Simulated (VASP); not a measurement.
# Ti (P6_3/mmc) in VASP: a series of runs, part 2 of 2

VASP 6.6.1. The steps go on from the part before.

## 4. Single point, BLYP

Input file INCAR:

```
SYSTEM = Ti
  PREC = Accurate
  ENCUT = 520
  EDIFF = 1E-6
  ISMEAR = -1
  SIGMA = 0.1
  LREAL = .FALSE.
  LASPH = .TRUE.
  NELM = 60
  ALGO = Normal
  ISIF = 2
  LWAVE = .FALSE.
  LCHARG = .FALSE.
  GGA = B5
  ALDAX = 1.0
  AGGAX = 1.0
  AGGAC = 1.0
  ALDAC = 0.0
  NBANDS = 32
```

Input file KPOINTS:

```
regular mesh
0
G
  12 12 4
  0 0 0
```

Input file POSCAR:

```
Ti
1.0
    2.9563457804      0.0000000000      0.0000000000
   -1.4781728902      2.5602705482      0.0000000000
    0.0000000000      0.0000000000      9.4592196076
Ti
4
Direct
    1.0000000000      0.0000000000      0.0000000000
    1.0000000000      1.0000000000      0.5000000000
    0.3333333333      0.6666666667      0.2500000000
    0.6666666667      0.3333333333      0.7500000000
```

Potentials or basis: VASP PAW PBE potentials, release 64 (Ti_sv).

Run with:

```sh
$ cat potpaw_PBE.64/Ti_sv/POTCAR > POTCAR
$ mpirun -np 1 vasp_std > vasp.out
```

OUTCAR:

```text
SYSTEM = Ti
   PREC = Accurate
   ENCUT = 520
   EDIFF = 1E-6
   ISMEAR = -1
   LREAL = .FALSE.
   LASPH = .TRUE.
   NELM = 60
   ISIF = 2
   GGA = B5

 ion  position               nearest neighbor table
   1  0.000  0.000  0.000-   3 2.92   4 2.92   4 2.92   3 2.92   4 2.92   3 2.92
   2  0.000  0.000  0.500-   3 2.92   4 2.92   4 2.92   3 2.92   4 2.92   3 2.92
   3  0.333  0.667  0.250-   1 2.92   2 2.92   1 2.92   2 2.92   1 2.92   2 2.92
   4  0.667  0.333  0.750-   1 2.92   2 2.92   1 2.92   2 2.92   1 2.92   2 2.92

  LATTYP: Found a hexagonal cell.
 ALAT       =     2.9563457804
 C/A-ratio  =     3.1996323537

  Lattice vectors:

 A1 = (   2.9563457804,   0.0000000000,   0.0000000000)
 A2 = (  -1.4781728902,   2.5602705482,   0.0000000000)
 A3 = (   0.0000000000,   0.0000000000,   9.4592196076)

Analysis of symmetry for initial positions (statically):
=====================================================================
 Subroutine PRICEL returns:
 Original cell was already a primitive cell.

 Routine SETGRP: Setting up the symmetry group for a
 hexagonal supercell.

 Subroutine GETGRP returns: Found 24 space group operations
 (whereof 12 operations were pure point group operations)
 out of a pool of 24 trial point group operations.

The static configuration has the point symmetry D_3d.
 The point group associated with its full space group is D_6h.

Analysis of symmetry for dynamics (positions and initial velocities):
=====================================================================
 Subroutine PRICEL returns:
 Original cell was already a primitive cell.

 Routine SETGRP: Setting up the symmetry group for a
 hexagonal supercell.

 Subroutine GETGRP returns: Found 24 space group operations
 (whereof 12 operations were pure point group operations)
 out of a pool of 24 trial point group operations.

The dynamic configuration has the point symmetry D_3d.
 The point group associated with its full space group is D_6h.

 Subroutine INISYM returns: Found 24 space group operations
[... 121 lines left out ...]
     AMIX_MAG =   1.60;   BMIX_MAG =  1.00
  volume/ion in A,a.u.               =      17.90       120.79
  Fermi-wavevector in a.u.,A,eV,Ry     =   1.432814  2.707626 27.932157  2.052956
  Thomas-Fermi vector in A             =   2.552400
   LORBIT       =      0    0 simple, 1 ext, 2 COOP (PROOUT), +10 PAW based schemes
   GGA     = B5    functional components
   LHFCALC =     F    Hartree Fock is set to
   AEXX    =    0.0000 exact exchange contribution
   IVDW    =     0    specifies the selected vdW correction
   LEPSILON=     F    determine dielectric tensor
   LRPA    =     F    only Hartree local field effects (RPA)
 non-spin polarized calculation
  energy-cutoff  :      520.00
  volume of cell :       71.60
 maximum number of plane-waves:      1968
 NGX is ok and might be reduce to    24
   NGX = 11   NGY = 11   NGZ = 35

 number of electron      48.0000004 magnetization

 Free energy of the ion-electron system (eV)
  ---------------------------------------------------
  ext. energy  EPLUGINS =         0.00000000
  ---------------------------------------------------
  free energy    TOTEN  =       -27.01365010 eV

  energy without entropy =      -26.78778084  energy(sigma->0) =      -26.90071547

 E-fermi :   8.3858     XC(G=0): -10.8253

 val. band max:        8.3668154300   @ k =   0.5000   0.0000   0.2500
 cond. band min:       8.3866193039   @ k =   0.0833  -0.0000   0.5000
 fundamental gap:      0.0198038739
 Fermi energy:         8.3858083219

 k-point     1 :       0.0000    0.0000    0.0000
  band No.  band energies     occupation
      1     -48.1983      2.00000
      2     -48.1448      2.00000
      3     -48.1326      2.00000
      4     -48.0783      2.00000
      5     -24.8928      2.00000
      6     -24.5994      2.00000
[... 829 lines left out ...]
     31      10.4448      0.00000
     32      10.9019      0.00000

 [... further k-points ...]

------------------------ aborting loop because EDIFF is reached ----------------------------------------

  FORCE on cell =-STRESS in cart. coord.  units (eV):
  Direction    XX          YY          ZZ          XY          YZ          ZX
  --------------------------------------------------------------------------------------
  -------------------------------------------------------------------------------------
  Total       -0.0089149     -0.0089149     -0.0067317      0.0000000      0.0000000     -0.0000000
  in kB       -0.1994943     -0.1994943     -0.1506386      0.0000000      0.0000000     -0.0000000
  external PRESSURE =      -0.1832091 kB  Pullay stress =       0.0000000 kB

 VOLUME and BASIS-vectors are now :
 -----------------------------------------------------------------------------
  energy-cutoff  :      520.00
  volume of cell :       71.60
      direct lattice vectors                 reciprocal lattice vectors
     2.956345780  0.000000000  0.000000000     0.338255426  0.195291861  0.000000000
    -1.478172890  2.560270548  0.000000000     0.000000000  0.390583722  0.000000000
     0.000000000  0.000000000  9.459219608     0.000000000  0.000000000  0.105716966

 POSITION                                       TOTAL-FORCE (eV/Angst)
 -----------------------------------------------------------------------------------
      0.00000      0.00000      0.00000         0.000000      0.000000      0.000000
      0.00000      0.00000      4.72961         0.000000      0.000000      0.000000
     -0.00000      1.70685      2.36480        -0.000000      0.000000     -0.000000
      1.47817      0.85342      7.09441         0.000000     -0.000000     -0.000000
 -----------------------------------------------------------------------------------
    total drift:                               -0.000000      0.000000      0.000000

  FREE ENERGIE OF THE ION-ELECTRON SYSTEM (eV)
  ---------------------------------------------------
  free  energy   TOTEN  =       -27.0136500974 eV

  energy  without entropy=      -26.7877808428  energy(sigma->0) =      -26.90071547
```

Wall time 68 s (1 thread of Intel Xeon 6975P-C (Granite Rapids), shared host); peak memory 0.24 GiB.

What came out:

- Free energy: -27.0137 eV
- Pressure: 0.0 GPa
- Band gap on the k mesh: zero (bands 24 and 25 overlap by 1.02 eV)

Caveat: the PAW data sets were made with another functional, which shifts forces and pressure a little.

## 5. Single point, BLYP (15.75 Å³/atom)

This run uses another cell than the first one, of 15.75 Å³/atom.

Input file INCAR:

```
SYSTEM = Ti
AGGAC = 1.0 ; AGGAX = 1.0
ALDAC = 0.0 ; ALDAX = 1.0
ALGO = Normal ; EDIFF = 1E-7
ENCUT = 520 ; GGA = B5
ISIF = 2 ; ISMEAR = -1
LASPH = .TRUE. ; LCHARG = .FALSE.
LREAL = .FALSE. ; LWAVE = .FALSE.
NBANDS = 32 ; NELM = 60
PREC = Accurate ; SIGMA = 0.1
```

Input file KPOINTS:

```
k-points
0
G
  14 14 4
  0 0 0
```

Input file POSCAR:

```
Ti
1.0
    2.8330187753      0.0000000000      0.0000000000
   -1.4165093876      2.4534662289      0.0000000000
    0.0000000000      0.0000000000      9.0646185321
Ti
4
Direct
    1.0000000000      0.0000000000      0.0000000000
    1.0000000000      1.0000000000      0.5000000000
    0.3333333333      0.6666666667      0.2500000000
    0.6666666667      0.3333333333      0.7500000000
```

Potentials or basis: VASP PAW PBE potentials, release 64 (Ti_sv).

Run with:

```sh
$ cat potpaw_PBE.64/Ti_sv/POTCAR > POTCAR
$ mpirun -np 1 vasp_std > vasp.out
```

OUTCAR:

```text
SYSTEM = Ti
   EDIFF = 1E-7
   ENCUT = 520
   GGA = B5
   ISIF = 2
   ISMEAR = -1
   LASPH = .TRUE.
   LREAL = .FALSE.
   NELM = 60
   PREC = Accurate

 ion  position               nearest neighbor table
   1  0.000  0.000  0.000-   3 2.79   4 2.79   4 2.79   3 2.79   4 2.79   3 2.79
   2  0.000  0.000  0.500-   3 2.79   4 2.79   4 2.79   3 2.79   4 2.79   3 2.79
   3  0.333  0.667  0.250-   1 2.79   2 2.79   1 2.79   2 2.79   1 2.79   2 2.79
   4  0.667  0.333  0.750-   1 2.79   2 2.79   1 2.79   2 2.79   1 2.79   2 2.79

  LATTYP: Found a hexagonal cell.
 ALAT       =     2.8330187753
 C/A-ratio  =     3.1996323537

  Lattice vectors:

 A1 = (   2.8330187753,   0.0000000000,   0.0000000000)
 A2 = (  -1.4165093876,   2.4534662289,   0.0000000000)
 A3 = (   0.0000000000,   0.0000000000,   9.0646185321)

Analysis of symmetry for initial positions (statically):
=====================================================================
 Subroutine PRICEL returns:
 Original cell was already a primitive cell.

 Routine SETGRP: Setting up the symmetry group for a
 hexagonal supercell.

 Subroutine GETGRP returns: Found 24 space group operations
 (whereof 12 operations were pure point group operations)
 out of a pool of 24 trial point group operations.

The static configuration has the point symmetry D_3d.
 The point group associated with its full space group is D_6h.

Analysis of symmetry for dynamics (positions and initial velocities):
=====================================================================
 Subroutine PRICEL returns:
 Original cell was already a primitive cell.

 Routine SETGRP: Setting up the symmetry group for a
 hexagonal supercell.

 Subroutine GETGRP returns: Found 24 space group operations
 (whereof 12 operations were pure point group operations)
 out of a pool of 24 trial point group operations.

The dynamic configuration has the point symmetry D_3d.
[... 116 lines left out ...]
   NUPDOWN=      -1.0000    fix difference up-down
   EMIN   =  10.00;   EMAX   =-10.00  energy-range for DOS
   EFERMI =   0.00;   METHOD = LEGACY
   ISMEAR =    -1;   SIGMA  =   0.10  broadening in eV -4-tet -1-fermi 0-gaus
   EFERMI_NEDOS =   21; number of points for ismear=-14 and -15
   IALGO  =     38    algorithm
   IMIX   =      4    mixing-type and parameters
     AMIX     =   0.40;   BMIX     =  1.00
     AMIX_MAG =   1.60;   BMIX_MAG =  1.00
  volume/ion in A,a.u.               =      15.75       106.30
  Fermi-wavevector in a.u.,A,eV,Ry     =   1.495187  2.825494 30.416975  2.235585
  Thomas-Fermi vector in A             =   2.607364
   LORBIT       =      0    0 simple, 1 ext, 2 COOP (PROOUT), +10 PAW based schemes
   GGA     = B5    functional components
   LHFCALC =     F    Hartree Fock is set to
   AEXX    =    0.0000 exact exchange contribution
   IVDW    =     0    specifies the selected vdW correction
   LEPSILON=     F    determine dielectric tensor
   LRPA    =     F    only Hartree local field effects (RPA)
 non-spin polarized calculation
  energy-cutoff  :      520.00
  volume of cell :       63.01
 maximum number of plane-waves:      1716
 NGX is ok and might be reduce to    24
   NGX = 11   NGY = 11   NGZ = 33

 number of electron      48.0000010 magnetization

 Free energy of the ion-electron system (eV)
  ---------------------------------------------------
  ext. energy  EPLUGINS =         0.00000000
  ---------------------------------------------------
  free energy    TOTEN  =       -26.61192542 eV

  energy without entropy =      -26.40499092  energy(sigma->0) =      -26.50845817

 E-fermi :   9.7922     XC(G=0): -11.4198

 val. band max:        9.7921547454   @ k =   0.1429  -0.0000   0.2500
 cond. band min:       9.7945405982   @ k =   0.2143   0.2143   0.0000
 fundamental gap:      0.0023858528
 Fermi energy:         9.7922260113

 k-point     1 :       0.0000    0.0000    0.0000
  band No.  band energies     occupation
      1     -46.6111      2.00000
      2     -46.5226      2.00000
      3     -46.5011      2.00000
      4     -46.4107      2.00000
      5     -23.4530      2.00000
      6     -23.0011      2.00000
[... 829 lines left out ...]
     31      12.4441      0.00000
     32      12.7403      0.00000

 [... further k-points ...]
[... 5 lines left out ...]
  --------------------------------------------------------------------------------------
  -------------------------------------------------------------------------------------
  Total        6.3451768      6.3451768      6.5332671      0.0000000      0.0000000     -0.0000000
  in kB      161.3523301    161.3523301    166.1353037      0.0000000      0.0000000     -0.0000000
  external PRESSURE =     162.9466546 kB  Pullay stress =       0.0000000 kB

 VOLUME and BASIS-vectors are now :
 -----------------------------------------------------------------------------
  energy-cutoff  :      520.00
  volume of cell :       63.01
      direct lattice vectors                 reciprocal lattice vectors
     2.833018775  0.000000000  0.000000000     0.352980365  0.203793308  0.000000000
    -1.416509388  2.453466229  0.000000000     0.000000000  0.407586617  0.000000000
     0.000000000  0.000000000  9.064618532     0.000000000  0.000000000  0.110319038

 POSITION                                       TOTAL-FORCE (eV/Angst)
 -----------------------------------------------------------------------------------
      0.00000      0.00000      0.00000         0.000000      0.000000     -0.000000
      0.00000      0.00000      4.53231         0.000000      0.000000     -0.000000
     -0.00000      1.63564      2.26615        -0.000000      0.000000      0.000000
      1.41651      0.81782      6.79846         0.000000     -0.000000     -0.000000
 -----------------------------------------------------------------------------------
    total drift:                               -0.000000      0.000000      0.000000

  FREE ENERGIE OF THE ION-ELECTRON SYSTEM (eV)
  ---------------------------------------------------
  free  energy   TOTEN  =       -26.6119254200 eV

  energy  without entropy=      -26.4049909220  energy(sigma->0) =      -26.50845817
```

OSZICAR:

```text
N       E                     dE             d eps       ncg     rms          rms(c)
DAV:   1     0.627929750417E+03    0.62793E+03   -0.24086E+04  4608   0.191E+03
DAV:   2     0.472535927102E+02   -0.58068E+03   -0.56639E+03  4720   0.563E+02
[... 10 lines left out ...]
DAV:  13    -0.266119275127E+02   -0.92495E-05   -0.63386E-05  6800   0.548E-02    0.184E-02
DAV:  14    -0.266119273690E+02    0.14372E-06   -0.57835E-06  6048   0.211E-02    0.827E-03
DAV:  15    -0.266119240774E+02    0.32916E-05   -0.42803E-06  6672   0.101E-02    0.314E-03
DAV:  16    -0.266119248071E+02   -0.72972E-06   -0.47176E-07  4808   0.546E-03    0.190E-03
DAV:  17    -0.266119252985E+02   -0.49138E-06   -0.50371E-08  3400   0.214E-03    0.640E-04
DAV:  18    -0.266119254595E+02   -0.16098E-06   -0.26208E-08  3192   0.173E-03    0.165E-04
DAV:  19    -0.266119254200E+02    0.39485E-07   -0.72867E-09  3080   0.902E-04
   1 F= -.26611925E+02 E0= -.26508458E+02  d E =-.206934E+00
```

Wall time 91 s (1 thread of Intel Xeon 6975P-C (Granite Rapids), shared host); peak memory 0.24 GiB.

What came out:

```yaml
Free_energy: -26.6119 eV
Pressure: 16.3 GPa
Band_gap_on_the_k_mesh: zero (bands 24 and 25 overlap by 1.18 eV)
```

Stress tensor (GPa, compression positive):
```
16.14  0.00  0.00
 0.00 16.14  0.00
 0.00  0.00 16.61
```

Caveat: the cell stands under pressure; the PAW data sets were made with another functional, which shifts forces and pressure a little.

## 6. Single point, BLYP (16.47 Å³/atom)

This run uses another cell than the first one, of 16.47 Å³/atom.

Input file INCAR:

```
PREC = Accurate
ENCUT = 520
EDIFF = 1E-6
ISMEAR = -1
SIGMA = 0.1
LREAL = False
LASPH = True
NELM = 80
ALGO = Normal
ISIF = 2
LWAVE = False
LCHARG = True
GGA = B5
ALDAX = 1.0
AGGAX = 1.0
AGGAC = 1.0
ALDAC = 0.0
LELF = True
LVHAR = True
NBANDS = 32
```

Input file KPOINTS:

```
Automatic mesh
0
Gamma
  14 14 4
```

Input file POSCAR:

```
Ti
1.0
    2.8753088725      0.0000000000      0.0000000000
   -1.4376544362      2.4900905273      0.0000000000
    0.0000000000      0.0000000000      9.1999312951
Ti
4
Direct
    1.0000000000      0.0000000000      0.0000000000
    1.0000000000      1.0000000000      0.5000000000
    0.3333333333      0.6666666667      0.2500000000
    0.6666666667      0.3333333333      0.7500000000
```

Potentials or basis: VASP PAW PBE potentials, release 64 (Ti_sv).

Run with:

```sh
$ cat potpaw_PBE.64/Ti_sv/POTCAR > POTCAR
$ mpirun -np 1 vasp_std > vasp.out
```

It took 71 s on 1 thread of Intel Xeon 6975P-C (Granite Rapids), shared host; peak memory 0.25 GiB.

Results (log left out):

```
Free energy            : -26.8454 eV
Pressure               : 9.8 GPa
Band gap on the k mesh : zero (bands 24 and 25 overlap by 1.15 eV)
```

Stress tensor (GPa, compression positive):
```
9.74 0.00 0.00
0.00 9.74 0.00
0.00 0.00 9.98
```

Levels at points of the mesh, in eV from the Fermi level:
```tsv
k point	band 22	band 23	band 24	band 25	band 26	band 27
(0.00, 0.00, 0.00)	0.12	0.64	0.64	0.71	0.71	0.91
(0.50, 0.00, 0.00)	-1.29	-1.05	-0.01	0.06	0.58	1.15
(0.00, 0.00, 0.50)	0.38	0.61	0.61	0.78	0.78	0.78
(0.50, 0.00, 0.50)	-1.63	-0.11	-0.11	0.81	0.81	0.94
```

Caveat: the cell stands under pressure; the PAW data sets were made with another functional, which shifts forces and pressure a little.

## 7. Summary

| task | cell | k mesh | cutoff (eV) | gap on the mesh (eV) | pressure (GPa) |
| --- | --- | --- | --- | --- | --- |
| single point | a = 2.956, b = 2.956, c = 9.459 Å, angles 90.0, 90.0, 120.0°, 4 atoms | 16 × 16 × 5 | 520 | none | 0.0 |
| relaxation of cell and atoms | relaxed from a = 2.923, b = 2.923, c = 9.546 Å, angles 90.0, 90.0, 120.0°, 4 atoms | 12 × 12 × 4 | 600 | none | 0.0 |
| single point | a = 2.956, b = 2.956, c = 9.459 Å, angles 90.0, 90.0, 120.0°, 4 atoms | 12 × 12 × 4 | 520 | none | 0.0 |
| single point | a = 2.833, b = 2.833, c = 9.065 Å, angles 90.0, 90.0, 120.0°, 4 atoms | 14 × 14 × 4 | 520 | none | 16.3 |
| single point | a = 2.875, b = 2.875, c = 9.200 Å, angles 90.0, 90.0, 120.0°, 4 atoms | 14 × 14 × 4 | 520 | none | 9.8 |

Alike in all rows: level BLYP; potentials or basis VASP PAW PBE potentials, release 64 (Ti_sv); no spin polarisation; smearing fermi-dirac 0.1 eV.

Caveats: the PAW data sets were made with another functional, which shifts forces and pressure a little; the cell stands under pressure (at least some runs).

Absolute energies hang on the potentials; compare differences alone.
